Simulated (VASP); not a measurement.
# TaH5 (P1) in VASP: single point with PBE

Aim: the single point of TaH5 with PBE.

Program: VASP 6.6.1. These are calculated values, not measurements. Logs are shortened: lines on timing, memory, paths and dates and some standing lists are left out, and cuts for length are marked.

## (1) The cell of the first run

The typed cell holds 12 atoms: a = 3.111 Å, b = 3.579 Å, c = 6.282 Å, α = 88.00°, β = 89.99°, γ = 90.01°.

## (2) Single point, PBE

INCAR

```
ALGO = Normal
EDIFF = 1E-7
ENCUT = 520
GGA = PE
ISIF = 2
ISMEAR = 0
LASPH = True
LCHARG = True
LELF = True
LREAL = False
LVHAR = True
LWAVE = False
NBANDS = 28
NELM = 60
PREC = Accurate
SIGMA = 0.2
```

KPOINTS

```
k-points
0
Gamma
  8 6 4
```

POSCAR

```
TaH5
1.0
   -0.0003011685      0.0002579725     -3.1107754795
    1.7346911596     -3.1310567604      0.0002863917
   -5.3848742095     -3.2345380344     -0.0004186595
Ta H
2 10
Direct
    0.5000229558      0.5100982887      0.5098215425
    0.4998096821      1.0111795310      1.0100773284
   -0.0000211689      0.3456957870      0.6577466506
   -0.0000552746      0.8473866433      0.1581700361
   -0.0001123169      0.8593119536      0.8579830069
    0.0000747328      0.3589879839      0.3575878366
    0.0000231520      0.8106421940      0.5069594267
    0.0000067156      0.3117833350      1.0063646103
    0.4995574309     -0.0099775199      0.6481226102
    0.5000432249      0.4908120012      0.1482564882
    0.5003075769      0.4819069531      0.8193453444
    0.5003432892      0.9821728489      0.3195651191
```

Potentials or basis: VASP PAW PBE potentials, release 64 (Ta_pv, H).

The run is started by

```sh
cat potpaw_PBE.64/Ta_pv/POTCAR potpaw_PBE.64/H/POTCAR > POTCAR
mpirun -np 1 vasp_std > vasp.out
```

OUTCAR:

```text
EDIFF = 1E-7
   ENCUT = 520
   GGA = PE
   ISIF = 2
   ISMEAR = 0
   LASPH = True
   LREAL = False
   NELM = 60
   PREC = Accurate

 ion  position               nearest neighbor table
   1  0.500  0.510  0.510-   7 1.89   7 1.89   3 1.89   3 1.89   6 1.91   6 1.91  11 1.94   9 1.95
                             9 2.03  12 2.04   2 3.56   2 3.56
   2  0.500  0.011  0.010-   8 1.89   8 1.89   4 1.89   4 1.90   5 1.91   5 1.91  12 1.94  10 1.95
                            10 2.03  11 2.03   1 3.56   1 3.56
   3  1.000  0.346  0.658-   1 1.89   1 1.89
   4  1.000  0.847  0.158-   2 1.89   2 1.90
   5  1.000  0.859  0.858-   2 1.91   2 1.91
   6  0.000  0.359  0.358-   1 1.91   1 1.91
   7  0.000  0.811  0.507-   1 1.89   1 1.89
   8  0.000  0.312  0.006-   2 1.89   2 1.89
   9  0.500  0.990  0.648-   1 1.95   1 2.03
  10  0.500  0.491  0.148-   2 1.95   2 2.03
  11  0.500  0.482  0.819-   1 1.94   2 2.03
  12  0.500  0.982  0.320-   2 1.94   1 2.04

  LATTYP: Found a triclinic cell.
 ALAT       =     4.7418511213
 B/A-ratio  =     0.6560255531
 C/A-ratio  =     1.3247249328
 COS(alpha) =     0.0001069398
 COS(beta)  =     0.0264722043
 COS(gamma) =     0.6558749812

  Lattice vectors:

 A1 = (  -1.7343899911,   3.1307987879,   3.1104890878)
 A2 = (   0.0003011685,  -0.0002579725,   3.1107754795)
 A3 = (   5.3848742095,   3.2345380344,   0.0004186595)

Analysis of symmetry for initial positions (statically):
=====================================================================
 Subroutine PRICEL returns:
 Original cell was already a primitive cell.

 Routine SETGRP: Setting up the symmetry group for a
 triclinic supercell.

 Subroutine GETGRP returns: Found  1 space group operations
 (whereof  1 operations were pure point group operations)
 out of a pool of  2 trial point group operations.

The static configuration has the point symmetry C_1 .

Analysis of symmetry for dynamics (positions and initial velocities):
=====================================================================
 Subroutine PRICEL returns:
 Original cell was already a primitive cell.

 Routine SETGRP: Setting up the symmetry group for a
 triclinic supercell.

 Subroutine GETGRP returns: Found  1 space group operations
 (whereof  1 operations were pure point group operations)
 out of a pool of  2 trial point group operations.

The dynamic configuration has the point symmetry C_1 .

 Subroutine INISYM returns: Found  1 space group operations
 (whereof  1 operations are pure point group operations),
 and found     1 'primitive' translations

----------------------------------------------------------------------------------------

                                     Primitive cell

  volume of cell :      69.9031

  direct lattice vectors                    reciprocal lattice vectors
    -0.000301168  0.000257972 -3.110775479     0.000032004 -0.000011672 -0.321463255
     1.734691160 -3.131056760  0.000286392     0.143941038 -0.239633715 -0.000033808
    -5.384874210 -3.234538034 -0.000418659    -0.139335987 -0.077195951  0.000007088

  length of vectors
     3.110775505  3.579479004  6.281648408     0.321463257  0.279541305  0.159291344

  position of ions in fractional coordinates (direct lattice)
     0.500022956  0.510098289  0.509821542
     0.499809682  0.011179531  0.010077328
     0.999978831  0.345695787  0.657746651
     0.999944725  0.847386643  0.158170036
     0.999887683  0.859311954  0.857983007
     0.000074733  0.358987984  0.357587837
     0.000023152  0.810642194  0.506959427
     0.000006716  0.311783335  0.006364610
     0.499557431  0.990022480  0.648122610
     0.500043225  0.490812001  0.148256488
     0.500307577  0.481906953  0.819345344
     0.500343289  0.982172849  0.319565119

  ion indices of the primitive-cell ions
   primitive index   ion index
                 1           1
                 2           2
                 3           3
                 4           4
                 5           5
                 6           6
                 7           7
                 8           8
                 9           9
                10          10
                11          11
                12          12

----------------------------------------------------------------------------------------

 KPOINTS: k-points

Automatic generation of k-mesh.
 Grid dimensions read from file:
 generate k-points for:    8    6    4

 Generating k-lattice:

  Cartesian coordinates                     Fractional coordinates (reciprocal lattice)
     0.000004001 -0.000001459 -0.040182907     0.125000000  0.000000000  0.000000000
     0.023990173 -0.039938953 -0.000005635    -0.000000000  0.166666667 -0.000000000
    -0.034833997 -0.019298988  0.000001772     0.000000000 -0.000000000  0.250000000

  Length of vectors
     0.040182907  0.046590217  0.039822836

  Shift w.r.t. Gamma in fractional coordinates (k-lattice)
     0.000000000  0.000000000  0.000000000

 Subroutine IBZKPT returns following result:
 ===========================================

 Found    100 irreducible k-points:

 Following reciprocal coordinates:
            Coordinates               Weight
  0.000000  0.000000  0.000000      1.000000
  0.125000 -0.000000 -0.000000      2.000000
  0.250000 -0.000000 -0.000000      2.000000
  0.375000 -0.000000  0.000000      2.000000
  0.500000 -0.000000 -0.000000      1.000000
  0.000000  0.166667 -0.000000      2.000000
[... 16 lines left out ...]
  0.125000  0.500000 -0.000000      2.000000
  0.250000  0.500000  0.000000      2.000000
 [... further k-points ...]
   k-points           NKPTS =    100   k-points in BZ     NKDIM =    100   number of bands    NBANDS=     28
   number of dos      NEDOS =    301   number of ions     NIONS =     12
   total plane-waves  NPLWV =  32256
   dimension x,y,z NGX =    24 NGY =   28 NGZ =   48
   dimension x,y,z NGXF=    48 NGYF=   56 NGZF=   96
   ions per type =               2  10
   NGX,Y,Z   is equivalent  to a cutoff of  12.83, 13.00, 12.70 a.u.
   NGXF,Y,Z  is equivalent  to a cutoff of  25.65, 26.01, 25.41 a.u.
 SYSTEM =  unknown system
   PREC   = accura    normal or accurate (medium, high low for compatibility)
   ISTART =      0    job   : 0-new  1-cont  2-samecut
   ICHARG =      2    charge: 1-file 2-atom 10-const
   ISPIN  =      1    spin polarized calculation?
   LNONCOLLINEAR =      F non collinear calculations
   LSORBIT =      F    spin-orbit coupling
   LASPH  =      T    aspherical Exc in radial PAW
   ENCUT  =  520.0 eV  38.22 Ry    6.18 a.u.   5.78  6.66 11.68*2*pi/ulx,y,z
   NELM   =     60;   NELMIN=  2; NELMDL= -5     # of ELM steps
   EDIFF  = 0.1E-06   stopping-criterion for ELM
   LREAL  =      F    real-space projection
   EDIFFG = 0.1E-05   stopping-criterion for IOM
   NSW    =      0    number of steps for IOM
   IBRION =     -1    ionic relax: 0-MD 1-quasi-New 2-CG
   NFREE  =      0    steps in history (QN), initial steepest desc. (CG)
   ISIF   =      2    stress and relaxation
   ISYM   =      2    0-nonsym 1-usesym 2-fastsym
   POTIM  = 0.5000    time-step for ionic-motion
   TEBEG  =    0.0;   TEEND  =   0.0 temperature during run
   PSTRESS=    0.0 pullay stress
   NELECT =      32.0000    total number of electrons
   NUPDOWN=      -1.0000    fix difference up-down
   EMIN   =  10.00;   EMAX   =-10.00  energy-range for DOS
   EFERMI =   0.00;   METHOD = LEGACY
   ISMEAR =     0;   SIGMA  =   0.20  broadening in eV -4-tet -1-fermi 0-gaus
   EFERMI_NEDOS =   21; number of points for ismear=-14 and -15
   IALGO  =     38    algorithm
   IMIX   =      4    mixing-type and parameters
     AMIX     =   0.40;   BMIX     =  1.00
     AMIX_MAG =   1.60;   BMIX_MAG =  1.00
  volume/ion in A,a.u.               =       5.83        39.31
  Fermi-wavevector in a.u.,A,eV,Ry     =   1.261710  2.384285 21.659264  1.591911
  Thomas-Fermi vector in A             =   2.395155
   LORBIT       =      0    0 simple, 1 ext, 2 COOP (PROOUT), +10 PAW based schemes
   GGA     = PE    functional components
   LHFCALC =     F    Hartree Fock is set to
   AEXX    =    0.0000 exact exchange contribution
   IVDW    =     0    specifies the selected vdW correction
   LEPSILON=     F    determine dielectric tensor
   LRPA    =     F    only Hartree local field effects (RPA)
 non-spin polarized calculation
 Gauss-broadening in eV      SIGMA  =   0.20
  energy-cutoff  :      520.00
  volume of cell :       69.90
 maximum number of plane-waves:      1898
   NGX = 11   NGY = 13   NGZ = 23

 number of electron      32.0000001 magnetization

 Free energy of the ion-electron system (eV)
  ---------------------------------------------------
  ext. energy  EPLUGINS =         0.00000000
  ---------------------------------------------------
  free energy    TOTEN  =       -55.81255248 eV

  energy without entropy =      -55.79640683  energy(sigma->0) =      -55.80447966

 E-fermi :   4.0198     XC(G=0): -11.3436

 val. band max:        4.0175329751   @ k =   0.0000   0.0000   0.0000
 cond. band min:       4.0884276506   @ k =   0.2500   0.0000   0.5000
 fundamental gap:      0.0708946754
 Fermi energy:         4.0197749700

 k-point     1 :       0.0000    0.0000    0.0000
  band No.  band energies     occupation
      1     -31.3453      2.00000
      2     -31.2151      2.00000
      3     -31.2138      2.00000
      4     -31.1706      2.00000
      5     -30.8881      2.00000
      6     -30.8766      2.00000
[... 20 lines left out ...]
     27      11.9080      0.00000
     28      13.2944      0.00000

 k-point     2 :       0.1250   -0.0000   -0.0000
  band No.  band energies     occupation
      1     -31.3370      2.00000
      2     -31.2081      2.00000
      3     -31.2066      2.00000
      4     -31.1636      2.00000
      5     -30.9567      2.00000
      6     -30.9435      2.00000
[... 674 lines left out ...]
 k-point    24 :       0.2500    0.5000    0.0000
  band No.  band energies     occupation
      1     -31.2874      2.00000
      2     -31.2854      2.00000
      3     -31.2314      2.00000
      4     -31.2294      2.00000
      5     -31.1018      2.00000
      6     -31.0997      2.00000
[... 20 lines left out ...]
     27      12.3855      0.00000
     28      12.3967      0.00000

 [... further k-points ...]
[... 5 lines left out ...]
  --------------------------------------------------------------------------------------
  -------------------------------------------------------------------------------------
  Total       -0.0031779     -0.0436797     -0.0067599      0.0066654      0.0044969     -0.0101951
  in kB       -0.0728365     -1.0011391     -0.1549379      0.1527699      0.1030679     -0.2336726
  external PRESSURE =      -0.4096378 kB  Pullay stress =       0.0000000 kB

 VOLUME and BASIS-vectors are now :
 -----------------------------------------------------------------------------
  energy-cutoff  :      520.00
  volume of cell :       69.90
      direct lattice vectors                 reciprocal lattice vectors
    -0.000301168  0.000257972 -3.110775479     0.000032004 -0.000011672 -0.321463255
     1.734691160 -3.131056760  0.000286392     0.143941038 -0.239633715 -0.000033808
    -5.384874210 -3.234538034 -0.000418659    -0.139335987 -0.077195951  0.000007088

 POSITION                                       TOTAL-FORCE (eV/Angst)
 -----------------------------------------------------------------------------------
     -1.86061     -3.24605     -1.55553        -0.004487      0.004668      0.001949
     -0.03502     -0.06747     -1.55480        -0.003497      0.002124     -0.006587
     -2.94251     -3.20964     -3.11089        -0.011239      0.000701     -0.000009
      0.61793     -3.16456     -3.11043        -0.012844      0.001667      0.001077
     -3.12979     -5.46548     -3.11054         0.009442      0.007394     -0.000326
     -1.30283     -2.28064     -0.00028         0.010078      0.006789      0.000653
     -1.32370     -4.17795     -0.00005         0.005933     -0.011494     -0.000299
      0.50658     -0.99680      0.00007         0.003687     -0.011510      0.001152
     -1.77283     -5.19606     -1.55400        -0.000864     -0.001299     -0.002228
      0.05291     -2.01617     -1.55544        -0.001279     -0.000855      0.000708
     -3.57626     -4.15895     -1.55655         0.003255      0.001230      0.001855
     -0.01720     -4.10876     -1.55631         0.001814      0.000585      0.002057
 -----------------------------------------------------------------------------------
    total drift:                               -0.000093      0.000050     -0.000010

  FREE ENERGIE OF THE ION-ELECTRON SYSTEM (eV)
  ---------------------------------------------------
  free  energy   TOTEN  =       -55.8125524817 eV

  energy  without entropy=      -55.7964068290  energy(sigma->0) =      -55.80447966
```

Wall time 2.2 min (1 thread of AMD EPYC 7R13 (Zen 3), shared host); peak memory 0.25 GiB.

Results:

```yaml
Free_energy: -55.8126 eV
Pressure: 0.0 GPa
Largest_force: 0.013 eV/Å
Band_gap_on_the_k_mesh: zero (bands 16 and 17 overlap by 1.48 eV)
```

Forces on the atoms (eV/Å):
```
Ta  -0.004  0.005  0.002
Ta  -0.003  0.002 -0.007
H   -0.011  0.001  0.000
H   -0.013  0.002  0.001
H    0.009  0.007  0.000
H    0.010  0.007  0.001
H    0.006 -0.011  0.000
H    0.004 -0.012  0.001
H   -0.001 -0.001 -0.002
H   -0.001 -0.001  0.001
H    0.003  0.001  0.002
H    0.002  0.001  0.002
```

Stress tensor (GPa, compression positive):
```
-0.01  0.02 -0.02
 0.02 -0.10  0.01
-0.02  0.01 -0.02
```

Caveat: spin-orbit coupling is left out, which moves the levels of the heavy elements.
